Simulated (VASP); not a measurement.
# GaSb (F-43m) in VASP: a series of runs, part 2 of 3

VASP 6.6.1.

### Step 4. Single point, B3LYP

This run uses another cell than the first one, of 28.62 Å³/atom.

File POSCAR:

```
GaSb
1.0
    0.0000000000      3.0590000000      3.0590000000
    3.0590000000      0.0000000000      3.0590000000
    3.0590000000      3.0590000000      0.0000000000
Sb Ga
1 1
Direct
    0.7500000000      0.7500000000      0.7500000000
    0.0000000000      0.0000000000      0.0000000000
```

File INCAR.step1:

```
PREC = Accurate
ENCUT = 520
EDIFF = 1E-5
ISMEAR = -1
SIGMA = 0.05
LREAL = F
LASPH = T
NELM = 80
ALGO = Normal
ISIF = 2
LWAVE = T
LCHARG = F
GGA = PE
NBANDS = 16
```

File INCAR.step2:

```
PREC = Accurate
ENCUT = 520
EDIFF = 1E-6
ISMEAR = -1
SIGMA = 0.05
LREAL = F
LASPH = T
NELM = 80
ALGO = Normal
ISIF = 2
LWAVE = F
LCHARG = F
GGA = B3
LHFCALC = T
AEXX = 0.2
AGGAX = 0.72
AGGAC = 0.81
ALDAC = 0.19
PRECFOCK = Normal
ISTART = 1
NBANDS = 16
```

File KPOINTS:

```
Automatic mesh
0
Gamma
  4 4 4
```

Potentials or basis: VASP PAW PBE potentials, release 64 (Sb, Ga_d).

On the command line:

```bash
$ cat potpaw_PBE.64/Sb/POTCAR potpaw_PBE.64/Ga_d/POTCAR > POTCAR
$ cp INCAR.step1 INCAR
$ mpirun -np 1 vasp_std > vasp.out
$ cp INCAR.step2 INCAR
$ mpirun -np 1 vasp_std > vasp.out
```

OUTCAR:

```text
PREC = Accurate
   ENCUT = 520
   EDIFF = 1E-6
   ISMEAR = -1
   LREAL = F
   LASPH = T
   NELM = 80
   ISIF = 2
   GGA = B3
   LHFCALC = T
   AEXX = 0.2
   PRECFOCK = Normal
   ISTART = 1

 ion  position               nearest neighbor table
   1  0.750  0.750  0.750-   2 2.65   2 2.65   2 2.65   2 2.65
   2  0.000  0.000  0.000-   1 2.65   1 2.65   1 2.65   1 2.65

  LATTYP: Found a face centered cubic cell.
 ALAT       =     6.1180000000

  Lattice vectors:

 A1 = (   0.0000000000,   3.0590000000,   3.0590000000)
 A2 = (   3.0590000000,   0.0000000000,   3.0590000000)
 A3 = (   3.0590000000,   3.0590000000,   0.0000000000)

Analysis of symmetry for initial positions (statically):
=====================================================================
 Subroutine PRICEL returns:
 Original cell was already a primitive cell.

 Routine SETGRP: Setting up the symmetry group for a
 face centered cubic supercell.

 Subroutine GETGRP returns: Found 24 space group operations
 (whereof 24 operations were pure point group operations)
 out of a pool of 48 trial point group operations.

The static configuration has the point symmetry T_d .

Analysis of symmetry for dynamics (positions and initial velocities):
=====================================================================
 Subroutine PRICEL returns:
 Original cell was already a primitive cell.

 Routine SETGRP: Setting up the symmetry group for a
 face centered cubic supercell.

 Subroutine GETGRP returns: Found 24 space group operations
 (whereof 24 operations were pure point group operations)
 out of a pool of 48 trial point group operations.

The dynamic configuration has the point symmetry T_d .

 Subroutine INISYM returns: Found 24 space group operations
 (whereof 24 operations are pure point group operations),
 and found     1 'primitive' translations

----------------------------------------------------------------------------------------

                                     Primitive cell

  volume of cell :      57.2491

  direct lattice vectors                    reciprocal lattice vectors
     0.000000000  3.059000000  3.059000000    -0.163452109  0.163452109  0.163452109
     3.059000000  0.000000000  3.059000000     0.163452109 -0.163452109  0.163452109
     3.059000000  3.059000000  0.000000000     0.163452109  0.163452109 -0.163452109

  length of vectors
     4.326079287  4.326079287  4.326079287     0.283107357  0.283107357  0.283107357

  position of ions in fractional coordinates (direct lattice)
     0.750000000  0.750000000  0.750000000
     0.000000000  0.000000000  0.000000000

  ion indices of the primitive-cell ions
   primitive index   ion index
                 1           1
                 2           2

----------------------------------------------------------------------------------------

 KPOINTS: Automatic mesh

Automatic generation of k-mesh.
 Grid dimensions read from file:
 generate k-points for:    4    4    4

 Generating k-lattice:

  Cartesian coordinates                     Fractional coordinates (reciprocal lattice)
    -0.040863027  0.040863027  0.040863027     0.250000000  0.000000000  0.000000000
     0.040863027 -0.040863027  0.040863027     0.000000000  0.250000000  0.000000000
     0.040863027  0.040863027 -0.040863027     0.000000000  0.000000000  0.250000000

  Length of vectors
     0.070776839  0.070776839  0.070776839

  Shift w.r.t. Gamma in fractional coordinates (k-lattice)
     0.000000000  0.000000000  0.000000000

 Subroutine IBZKPT returns following result:
 ===========================================

 Found      8 irreducible k-points:

 Following reciprocal coordinates:
            Coordinates               Weight
  0.000000  0.000000  0.000000      1.000000
  0.250000  0.000000  0.000000      8.000000
  0.500000  0.000000  0.000000      4.000000
  0.250000  0.250000  0.000000      6.000000
  0.500000  0.250000  0.000000     24.000000
 -0.250000  0.250000  0.000000     12.000000
  0.500000  0.500000  0.000000      3.000000
 -0.250000  0.500000  0.250000      6.000000
   k-points           NKPTS =      8   k-points in BZ     NKDIM =     64   number of bands    NBANDS=     16
   number of dos      NEDOS =    301   number of ions     NIONS =      2
   total plane-waves  NPLWV =  32768
   dimension x,y,z NGX =    32 NGY =   32 NGZ =   32
   dimension x,y,z NGXF=    64 NGYF=   64 NGZF=   64
   ions per type =               1   1
   NGX,Y,Z   is equivalent  to a cutoff of  12.30, 12.30, 12.30 a.u.
   NGXF,Y,Z  is equivalent  to a cutoff of  24.59, 24.59, 24.59 a.u.
 SYSTEM =  unknown system
   PREC   = accura    normal or accurate (medium, high low for compatibility)
   ISTART =      1    job   : 0-new  1-cont  2-samecut
   ICHARG =      0    charge: 1-file 2-atom 10-const
   ISPIN  =      1    spin polarized calculation?
   LNONCOLLINEAR =      F non collinear calculations
   LSORBIT =      F    spin-orbit coupling
   LASPH  =      T    aspherical Exc in radial PAW
   ENCUT  =  520.0 eV  38.22 Ry    6.18 a.u.   8.04  8.04  8.04*2*pi/ulx,y,z
   NELM   =     80;   NELMIN=  2; NELMDL=  0     # of ELM steps
   EDIFF  = 0.1E-05   stopping-criterion for ELM
   LREAL  =      F    real-space projection
   EDIFFG = 0.1E-04   stopping-criterion for IOM
   NSW    =      0    number of steps for IOM
   IBRION =     -1    ionic relax: 0-MD 1-quasi-New 2-CG
   NFREE  =      0    steps in history (QN), initial steepest desc. (CG)
   ISIF   =      2    stress and relaxation
   ISYM   =      3    0-nonsym 1-usesym 2-fastsym
   POTIM  = 0.5000    time-step for ionic-motion
   TEBEG  =    0.0;   TEEND  =   0.0 temperature during run
   PSTRESS=    0.0 pullay stress
   NELECT =      18.0000    total number of electrons
   NUPDOWN=      -1.0000    fix difference up-down
   EMIN   =  10.00;   EMAX   =-10.00  energy-range for DOS
   EFERMI =   0.00;   METHOD = LEGACY
   ISMEAR =    -1;   SIGMA  =   0.05  broadening in eV -4-tet -1-fermi 0-gaus
   EFERMI_NEDOS =   21; number of points for ismear=-14 and -15
   IALGO  =     38    algorithm
   IMIX   =      1    mixing-type and parameters
     AMIX     =   0.40;   BMIX     =  1.00
     AMIX_MAG =   1.60;   BMIX_MAG =  1.00
  volume/ion in A,a.u.               =      28.62       193.17
  Fermi-wavevector in a.u.,A,eV,Ry     =   1.113208  2.103657 16.860766  1.239231
  Thomas-Fermi vector in A             =   2.249790
   LORBIT       =      0    0 simple, 1 ext, 2 COOP (PROOUT), +10 PAW based schemes
   GGA     = B3    functional components
   LHFCALC =     T    Hartree Fock is set to
   PRECFOCK=normal    Normal, Fast or Accurate (Low or Medium for compatibility)
   ENCUT4O =  -1.0   cutoff for four orbital integrals eV
   NKREDX  =     1    reduce k-point grid by
   NKREDY  =     1    reduce k-point grid by
   NKREDZ  =     1    reduce k-point grid by
   AEXX    =    0.2000 exact exchange contribution
   HFSCREEN=    0.0000 screening length (either q_TF or 0.3 A-1)
   HFSCREENC=   0.0000 screening length for correlation (either q_TF or 0.3 A-1)
   ENCUTFOCK=  -1.0 apply spherical cutoff to Coloumb kernel
   IVDW    =     0    specifies the selected vdW correction
   LEPSILON=     F    determine dielectric tensor
   LRPA    =     F    only Hartree local field effects (RPA)
 non-spin polarized calculation
  energy-cutoff  :      520.00
  volume of cell :       57.25
 maximum number of plane-waves:      1572
  NGX = 28; NGY = 28; NGZ = 28

 number of electron      17.9999986 magnetization

 Free energy of the ion-electron system (eV)
  ---------------------------------------------------
  ext. energy  EPLUGINS =         0.00000000
  ---------------------------------------------------
  free energy    TOTEN  =        -7.99067397 eV

  energy without entropy =       -7.99067278  energy(sigma->0) =       -7.99067338

 E-fermi :   5.0942     XC(G=0):  -7.2011

 val. band max:        4.5217786461   @ k =   0.0000   0.0000   0.0000
 cond. band min:       5.6117393049   @ k =   0.0000   0.0000   0.0000
 fundamental gap:      1.0899606588
 Fermi energy:         5.0941797726

 k-point     1 :       0.0000    0.0000    0.0000
  band No.  band energies     occupation
      1     -12.7611      2.00000
      2     -12.7611      2.00000
      3     -12.7611      2.00000
      4     -12.7096      2.00000
      5     -12.7096      2.00000
      6      -7.8898      2.00000
[... 129 lines left out ...]
      3     -12.7400      2.00000
      4     -12.7150      2.00000
      5     -12.7094      2.00000
      6      -5.1845      2.00000
[... 8 lines left out ...]
     15      16.0455      0.00000
     16      17.4718      0.00000

------------------------ aborting loop because EDIFF is reached ----------------------------------------

  FORCE on cell =-STRESS in cart. coord.  units (eV):
  Direction    XX          YY          ZZ          XY          YZ          ZX
  --------------------------------------------------------------------------------------
  -------------------------------------------------------------------------------------
  Total        1.0960296      1.0960296      1.0960296     -0.0000000      0.0000000      0.0000000
  in kB       30.6735793     30.6735793     30.6735793     -0.0000000      0.0000000      0.0000000
  external PRESSURE =      30.6735793 kB  Pullay stress =       0.0000000 kB

 VOLUME and BASIS-vectors are now :
 -----------------------------------------------------------------------------
  energy-cutoff  :      520.00
  volume of cell :       57.25
      direct lattice vectors                 reciprocal lattice vectors
     0.000000000  3.059000000  3.059000000    -0.163452109  0.163452109  0.163452109
     3.059000000  0.000000000  3.059000000     0.163452109 -0.163452109  0.163452109
     3.059000000  3.059000000  0.000000000     0.163452109  0.163452109 -0.163452109

 POSITION                                       TOTAL-FORCE (eV/Angst)
 -----------------------------------------------------------------------------------
      4.58850      4.58850      4.58850        -0.000000     -0.000000      0.000000
      0.00000      0.00000      0.00000         0.000000      0.000000     -0.000000
 -----------------------------------------------------------------------------------
    total drift:                                0.000025      0.000027      0.000004

  FREE ENERGIE OF THE ION-ELECTRON SYSTEM (eV)
  ---------------------------------------------------
  free  energy   TOTEN  =        -7.9906739722 eV

  energy  without entropy=       -7.9906727811  energy(sigma->0) =       -7.99067338
```

OUTCAR.step1:

```text
PREC = Accurate
   ENCUT = 520
   EDIFF = 1E-5
   ISMEAR = -1
   LREAL = F
[... 354 lines left out ...]
      4.58850      4.58850      4.58850         0.000000      0.000000      0.000000
      0.00000      0.00000      0.00000        -0.000000     -0.000000     -0.000000
 -----------------------------------------------------------------------------------
    total drift:                               -0.000002     -0.000002     -0.000002

  FREE ENERGIE OF THE ION-ELECTRON SYSTEM (eV)
  ---------------------------------------------------
  free  energy   TOTEN  =        -7.1579170668 eV

  energy  without entropy=       -7.1543799575  energy(sigma->0) =       -7.15614851
```

Wall time 11 min (1 thread of Intel Xeon Platinum 8488C (Sapphire Rapids), shared host); peak memory 0.2 GiB.

What came out:

```
Free energy            : -7.9907 eV
Pressure               : 3.1 GPa
Band gap on the k mesh : 1.09 eV
```

Caveat: the k points lie up to 0.44 Å⁻¹ apart; the PAW data sets were made with another functional, which shifts forces and pressure a little; spin-orbit coupling is left out, which moves the levels of the heavy elements. A k mesh can miss the band edges.

(Part 2 of 3 ends here.)
